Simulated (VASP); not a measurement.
The system is SiC.

```
CELL_PARAMETERS angstrom
1.53890 -2.66750 0.00000
1.53890 2.66750 0.00000
0.00000 0.00000 15.12190
ATOMIC_POSITIONS crystal
Si 0.66730 0.33270 0.64200
Si 0.33270 0.66730 0.14200
Si 0.00070 0.99930 0.97590
Si 0.99930 0.00070 0.47590
Si 0.33570 0.66430 0.80876
Si 0.66430 0.33570 0.30876
C 0.99600 0.00400 0.84970
C 0.00400 0.99600 0.34970
C 0.66000 0.34000 0.51830
C 0.34000 0.66000 0.01830
C 0.32900 0.67100 0.68320
C 0.67100 0.32900 0.18320
```

```yaml
Program: VASP 6.6.1
Task: relaxation of cell and atoms
Functional: PBE
Potentials_or_basis: VASP PAW PBE potentials, release 64 (Si, C)
Cutoff: 600 eV
k_mesh: 6 × 6 × 1
Occupations: gaussian, width 0.1 eV
Spin: no spin polarisation
```

At the start: pressure 3.2 GPa; volume 10.35 Å³/atom.

**Question.** Where does the relaxation end?

**Answer.** Over 7 steps the energy falls by 6.9 meV/atom and the volume is 10.49 Å³/atom (+1.4 %); space group P6_3mc (No. 186, to 0.1 Å) before and after.

The path:
```
step  energy change (eV)  largest force (eV/Å)  pressure (GPa)  volume (Å³)
   1              0.0000                0.7285            3.19       124.15
   2             -0.0030                0.7200           -3.07       127.89
   3             -0.0783                0.1476           -0.21       126.01
   4             -0.0826                0.0637           -0.03       125.90
   5             -0.0826                0.0642           -0.03       125.90
   6             -0.0830                0.0408            0.04       125.86
   7             -0.0830                0.0345            0.02       125.87
```

Final structure:
```yaml
crystal:
  lattice:
    - [1.54680, -2.68090, 0.00000]
    - [1.54680, 2.68090, 0.00000]
    - [0.00000, 0.00000, 15.17693]
  atoms:
    - { symbol: Si, position: [0.66477, 0.33523, 0.64231] }
    - { symbol: Si, position: [0.33523, 0.66477, 0.14231] }
    - { symbol: Si, position: [0.00259, 0.99741, 0.97554] }
    - { symbol: Si, position: [0.99741, 0.00259, 0.47554] }
    - { symbol: Si, position: [0.33247, 0.66753, 0.80876] }
    - { symbol: Si, position: [0.66753, 0.33247, 0.30876] }
    - { symbol: C, position: [0.99943, 0.00057, 0.85016] }
    - { symbol: C, position: [0.00057, 0.99943, 0.35016] }
    - { symbol: C, position: [0.66388, 0.33612, 0.51730] }
    - { symbol: C, position: [0.33612, 0.66388, 0.01730] }
    - { symbol: C, position: [0.33159, 0.66841, 0.68379] }
    - { symbol: C, position: [0.66841, 0.33159, 0.18379] }
```
